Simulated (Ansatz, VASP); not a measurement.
# HfB: VASP beside Ansatz

```
Hf B
1.0
     0.00000    2.61507    2.61507
     2.61507    0.00000    2.61507
     2.61507    2.61507    0.00000
Hf B
1 1
Direct
  0.75000 0.75000 0.75000
  0.00000 0.00000 0.00000
```

Alike in both runs: functional r2SCAN; k mesh 14 × 14 × 14; occupations gaussian, width 0.1 eV; no spin polarisation.

Ansatz relaxed the structure, and its values are those at the end. VASP's run is a single point on that final structure, the one shown.

```csv
,VASP,Ansatz
version,VASP 6.6.1,Ansatz 0.2.0
potentials or method,"VASP PAW PBE potentials, release 64 (Hf_pv, B), cutoff 520 eV","scalar-relativistic, plane waves, PAW"
valence electrons in the cell,13,29
```

```tsv
	VASP	Ansatz	Ansatz less VASP
gap on the k mesh at the Fermi level (eV)	none	none	-
pressure (GPa)	-0.2	0.0	+0.18
```

VASP's potentials were made for PBE, not for r2SCAN. A gap of «none» marks a metal or a gap that the smearing closes. The functional is the same, so the differences come from potentials, cutoffs and numerics. VASP's potentials hold 13 valence electrons a cell and Ansatz's 29, so a difference there can come from the potentials and not from the codes.

Spin-orbit coupling is off throughout.
